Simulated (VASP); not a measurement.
# C (R-3m) in VASP: a series of runs

C is run at these levels: PBE; tasks: single point.

Program: VASP 6.6.1. These are calculated values, not measurements. Logs are shortened: lines on timing, memory, paths and dates and some standing lists are left out, and cuts for length are marked.

**1. The cell of the first run**

Symmetry: R-3m, No. 166, trigonal system. The conventional cell has a = 2.414 Å, b = 2.414 Å, c = 9.871 Å, α = 90.00°, β = 90.00°, γ = 120.00°. Within 1.9 Å of C (site symmetry 3m) lie 3 C at 1.39 Å.

**2. Single point, PBE (volume scaled by 0.95)**

Contents of INCAR:

```
SYSTEM = C
PREC = Accurate ; ENCUT = 520
EDIFF = 1E-6 ; ISMEAR = -1
SIGMA = 0.03 ; LREAL = .FALSE.
LASPH = .TRUE. ; NELM = 100
ALGO = Normal ; ISIF = 2
LWAVE = .FALSE. ; LCHARG = .FALSE.
GGA = PE ; NBANDS = 11
```

Contents of KPOINTS:

```
Automatic mesh
0
G
  17 17 17
  0 0 0
```

Contents of POSCAR:

```
C
1.0
    1.2072083189      0.6969820478      3.2902708808
   -1.2072083189      0.6969820478      3.2902708808
    0.0000000000     -1.3939640957      3.2902708808
C
2
Direct
    0.1640000000      0.1640000000      0.1640000000
    0.8360000000      0.8360000000      0.8360000000
```

Potentials or basis: VASP PAW PBE potentials, release 64 (C).

The run is started by

```sh
$ cat potpaw_PBE.64/C/POTCAR > POTCAR
$ mpirun -np 1 vasp_std > vasp.out
```

OUTCAR:

```text
SYSTEM = C
   PREC = Accurate
   ENCUT = 520
   EDIFF = 1E-6
   ISMEAR = -1
   LREAL = .FALSE.
   LASPH = .TRUE.
   NELM = 100
   ISIF = 2
   GGA = PE

 ion  position               nearest neighbor table
   1  0.164  0.164  0.164-   2 1.39   2 1.39   2 1.39
   2  0.836  0.836  0.836-   1 1.39   1 1.39   1 1.39

  LATTYP: Found a trigonal (rhomboedric) cell.
 ALAT       =     3.5733763263
 COS(alpha) =     0.7717362631

  Lattice vectors:

 A1 = (   1.2072083189,   0.6969820478,   3.2902708808)
 A2 = (  -1.2072083189,   0.6969820478,   3.2902708808)
 A3 = (   0.0000000000,  -1.3939640957,   3.2902708808)

Analysis of symmetry for initial positions (statically):
=====================================================================
 Subroutine PRICEL returns:
 Original cell was already a primitive cell.

 Routine SETGRP: Setting up the symmetry group for a
 trigonal (rhombohedral) supercell.

 Subroutine GETGRP returns: Found 12 space group operations
 (whereof 12 operations were pure point group operations)
 out of a pool of 12 trial point group operations.

The static configuration has the point symmetry D_3d.

Analysis of symmetry for dynamics (positions and initial velocities):
=====================================================================
 Subroutine PRICEL returns:
 Original cell was already a primitive cell.

 Routine SETGRP: Setting up the symmetry group for a
 trigonal (rhombohedral) supercell.

 Subroutine GETGRP returns: Found 12 space group operations
 (whereof 12 operations were pure point group operations)
 out of a pool of 12 trial point group operations.

The dynamic configuration has the point symmetry D_3d.

 Subroutine INISYM returns: Found 12 space group operations
 (whereof 12 operations are pure point group operations),
 and found     1 'primitive' translations

----------------------------------------------------------------------------------------

                                     Primitive cell

  volume of cell :      16.6107

  direct lattice vectors                    reciprocal lattice vectors
     1.207208319  0.696982048  3.290270881     0.414178723  0.239126197  0.101308781
    -1.207208319  0.696982048  3.290270881    -0.414178723  0.239126197  0.101308781
     0.000000000 -1.393964096  3.290270881     0.000000000 -0.478252395  0.101308781

  length of vectors
     3.573376326  3.573376326  3.573376326     0.488864830  0.488864830  0.488864830

  position of ions in fractional coordinates (direct lattice)
     0.164000000  0.164000000  0.164000000
     0.836000000  0.836000000  0.836000000

  ion indices of the primitive-cell ions
   primitive index   ion index
                 1           1
                 2           2

----------------------------------------------------------------------------------------

 KPOINTS: Automatic mesh

Automatic generation of k-mesh.
 Grid dimensions read from file:
 generate k-points for:   17   17   17

 Generating k-lattice:

  Cartesian coordinates                     Fractional coordinates (reciprocal lattice)
     0.024363454  0.014066247  0.005959340     0.058823529  0.000000000 -0.000000000
    -0.024363454  0.014066247  0.005959340     0.000000000  0.058823529 -0.000000000
     0.000000000 -0.028132494  0.005959340    -0.000000000 -0.000000000  0.058823529

  Length of vectors
     0.028756755  0.028756755  0.028756755

  Shift w.r.t. Gamma in fractional coordinates (k-lattice)
     0.000000000  0.000000000  0.000000000

 Subroutine IBZKPT returns following result:
 ===========================================

 Found    489 irreducible k-points:

 Following reciprocal coordinates:
            Coordinates               Weight
  0.000000  0.000000  0.000000      1.000000
  0.058824  0.000000  0.000000      6.000000
  0.117647  0.000000  0.000000      6.000000
  0.176471 -0.000000  0.000000      6.000000
  0.235294  0.000000  0.000000      6.000000
  0.294118 -0.000000 -0.000000      6.000000
[... 16 lines left out ...]
 -0.176471  0.058824  0.000000     12.000000
 -0.117647  0.058824 -0.000000     12.000000
 [... further k-points ...]
   k-points           NKPTS =    489   k-points in BZ     NKDIM =    489   number of bands    NBANDS=     11
   number of dos      NEDOS =    301   number of ions     NIONS =      2
   total plane-waves  NPLWV =  21952
   dimension x,y,z NGX =    28 NGY =   28 NGZ =   28
   dimension x,y,z NGXF=    56 NGYF=   56 NGZF=   56
   ions per type =               2
   NGX,Y,Z   is equivalent  to a cutoff of  13.03, 13.03, 13.03 a.u.
   NGXF,Y,Z  is equivalent  to a cutoff of  26.05, 26.05, 26.05 a.u.
 SYSTEM =  C
   PREC   = accura    normal or accurate (medium, high low for compatibility)
   ISTART =      0    job   : 0-new  1-cont  2-samecut
   ICHARG =      2    charge: 1-file 2-atom 10-const
   ISPIN  =      1    spin polarized calculation?
   LNONCOLLINEAR =      F non collinear calculations
   LSORBIT =      F    spin-orbit coupling
   LASPH  =      T    aspherical Exc in radial PAW
   ENCUT  =  520.0 eV  38.22 Ry    6.18 a.u.   6.64  6.64  6.64*2*pi/ulx,y,z
   NELM   =    100;   NELMIN=  2; NELMDL= -5     # of ELM steps
   EDIFF  = 0.1E-05   stopping-criterion for ELM
   LREAL  =      F    real-space projection
   EDIFFG = 0.1E-04   stopping-criterion for IOM
   NSW    =      0    number of steps for IOM
   IBRION =     -1    ionic relax: 0-MD 1-quasi-New 2-CG
   NFREE  =      0    steps in history (QN), initial steepest desc. (CG)
   ISIF   =      2    stress and relaxation
   ISYM   =      2    0-nonsym 1-usesym 2-fastsym
   POTIM  = 0.5000    time-step for ionic-motion
   TEBEG  =    0.0;   TEEND  =   0.0 temperature during run
   PSTRESS=    0.0 pullay stress
   NELECT =       8.0000    total number of electrons
   NUPDOWN=      -1.0000    fix difference up-down
   EMIN   =  10.00;   EMAX   =-10.00  energy-range for DOS
   EFERMI =   0.00;   METHOD = LEGACY
   ISMEAR =    -1;   SIGMA  =   0.03  broadening in eV -4-tet -1-fermi 0-gaus
   EFERMI_NEDOS =   21; number of points for ismear=-14 and -15
   IALGO  =     38    algorithm
   IMIX   =      4    mixing-type and parameters
     AMIX     =   0.40;   BMIX     =  1.00
     AMIX_MAG =   1.60;   BMIX_MAG =  1.00
  volume/ion in A,a.u.               =       8.31        56.05
  Fermi-wavevector in a.u.,A,eV,Ry     =   1.283244  2.424980 22.404921  1.646715
  Thomas-Fermi vector in A             =   2.415508
   LORBIT       =      0    0 simple, 1 ext, 2 COOP (PROOUT), +10 PAW based schemes
   GGA     = PE    functional components
   LHFCALC =     F    Hartree Fock is set to
   AEXX    =    0.0000 exact exchange contribution
   IVDW    =     0    specifies the selected vdW correction
   LEPSILON=     F    determine dielectric tensor
   LRPA    =     F    only Hartree local field effects (RPA)
 non-spin polarized calculation
  energy-cutoff  :      520.00
  volume of cell :       16.61
 maximum number of plane-waves:       468
   NGX = 13   NGY = 13   NGZ = 13

 number of electron       8.0000000 magnetization

 Free energy of the ion-electron system (eV)
  ---------------------------------------------------
  ext. energy  EPLUGINS =         0.00000000
  ---------------------------------------------------
  free energy    TOTEN  =       -18.32653369 eV

  energy without entropy =      -18.32653016  energy(sigma->0) =      -18.32653192

 E-fermi :   5.2902     XC(G=0): -10.5888

 val. band max:        5.0970953886   @ k =  -0.1765   0.4706   0.1176
 cond. band min:       5.4834513634   @ k =  -0.1765   0.4706   0.1176
 fundamental gap:      0.3863559747
 Fermi energy:         5.2902060439

 k-point     1 :       0.0000    0.0000    0.0000
  band No.  band energies     occupation
      1     -14.9332      2.00000
      2      -1.6379      2.00000
      3       2.2964      2.00000
      4       2.2964      2.00000
      5       9.3665      0.00000
      6      14.0212      0.00000
      7      14.0212      0.00000
      8      17.3968      0.00000
      9      19.3380      0.00000
     10      28.7948      0.00000
     11      32.0196      0.00000

 k-point     2 :       0.0588    0.0000    0.0000
  band No.  band energies     occupation
      1     -14.8463      2.00000
      2      -1.5497      2.00000
      3       1.9552      2.00000
      4       2.1107      2.00000
      5       9.4869      0.00000
      6      14.0774      0.00000
      7      14.3947      0.00000
      8      17.0817      0.00000
      9      19.4737      0.00000
     10      29.0828      0.00000
     11      31.2525      0.00000

 k-point     3 :       0.1176    0.0000    0.0000
  band No.  band energies     occupation
      1     -14.5860      2.00000
      2      -1.2861      2.00000
      3       1.0242      2.00000
      4       1.6250      2.00000
      5       9.8460      0.00000
      6      14.1598      0.00000
      7      15.4387      0.00000
      8      16.2102      0.00000
      9      19.9002      0.00000
     10      29.3465      0.00000
     11      29.8835      0.00000

 k-point     4 :       0.1765   -0.0000    0.0000
  band No.  band energies     occupation
      1     -14.1537      2.00000
      2      -0.8587      2.00000
      3      -0.2912      2.00000
      4       0.9869      2.00000
      5      10.4284      0.00000
      6      14.1263      0.00000
      7      14.9715      0.00000
      8      16.9890      0.00000
      9      20.5953      0.00000
     10      27.4652      0.00000
     11      29.6234      0.00000
[... 239 lines left out ...]
 k-point    22 :      -0.2353    0.0588    0.0000
  band No.  band energies     occupation
      1     -13.1385      2.00000
      2      -2.6381      2.00000
      3      -0.2454      2.00000
      4       0.2975      2.00000
      5      11.2650      0.00000
      6      12.7223      0.00000
      7      14.3724      0.00000
      8      19.3681      0.00000
      9      22.0591      0.00000
     10      24.6518      0.00000
     11      28.7505      0.00000

 k-point    23 :      -0.1765    0.0588    0.0000
  band No.  band energies     occupation
      1     -13.8195      2.00000
      2      -1.0992      2.00000
      3      -0.3996      2.00000
      4       0.4098      2.00000
      5      10.7100      0.00000
      6      13.8900      0.00000
      7      14.5557      0.00000
      8      17.6179      0.00000
      9      21.3185      0.00000
     10      25.7664      0.00000
     11      29.8622      0.00000

 k-point    24 :      -0.1176    0.0588   -0.0000
  band No.  band energies     occupation
      1     -14.3332      2.00000
      2      -0.9676      2.00000
      3       0.3026      2.00000
      4       1.1068      2.00000
      5      10.0847      0.00000
      6      14.3687      0.00000
      7      15.4294      0.00000
      8      16.1102      0.00000
      9      20.4174      0.00000
     10      27.5481      0.00000
     11      30.4828      0.00000

 [... further k-points ...]
[... 5 lines left out ...]
  --------------------------------------------------------------------------------------
  -------------------------------------------------------------------------------------
  Total        3.0787069      3.0787069      0.3950108      0.0000000     -0.0000000      0.0000000
  in kB      296.9560704    296.9560703     38.1006883      0.0000000     -0.0000000      0.0000000
  external PRESSURE =     210.6709430 kB  Pullay stress =       0.0000000 kB

 VOLUME and BASIS-vectors are now :
 -----------------------------------------------------------------------------
  energy-cutoff  :      520.00
  volume of cell :       16.61
      direct lattice vectors                 reciprocal lattice vectors
     1.207208319  0.696982048  3.290270881     0.414178723  0.239126197  0.101308781
    -1.207208319  0.696982048  3.290270881    -0.414178723  0.239126197  0.101308781
     0.000000000 -1.393964096  3.290270881     0.000000000 -0.478252395  0.101308781

 POSITION                                       TOTAL-FORCE (eV/Angst)
 -----------------------------------------------------------------------------------
      0.00000     -0.00000      1.61881         0.000000     -0.000000      0.839728
      0.00000     -0.00000      8.25200         0.000000      0.000000     -0.839728
 -----------------------------------------------------------------------------------
    total drift:                                0.000000     -0.000000      0.000000

  FREE ENERGIE OF THE ION-ELECTRON SYSTEM (eV)
  ---------------------------------------------------
  free  energy   TOTEN  =       -18.3265336888 eV

  energy  without entropy=      -18.3265301563  energy(sigma->0) =      -18.32653192
```

Run time: 74 s. Hardware: 1 thread of Intel Xeon Platinum 8375C at 2.90GHz (Ice Lake), shared host; peak memory 0.2 GiB.

Results:

| Property | Result |
| --- | --- |
| Free energy | -18.3265 eV |
| Pressure | 21.1 GPa |
| Largest force | 0.840 eV/Å |
| Band gap on the k mesh | 0.39 eV, direct |

Forces on the atoms (eV/Å):
```
C    0.000  0.000  0.840
C    0.000  0.000 -0.840
```

Stress tensor (GPa, compression positive):
```
29.70  0.00  0.00
 0.00 29.70  0.00
 0.00  0.00  3.81
```

Levels at points of the mesh, in eV from the valence-band top:
```tsv
k point	band 2	band 3	band 4	band 5	band 6	band 7
(0.00, 0.00, 0.00)	-6.74	-2.80	-2.80	4.27	8.92	8.92
```

 A k mesh can miss the band edges.

(Part 1 of 2 ends here.)
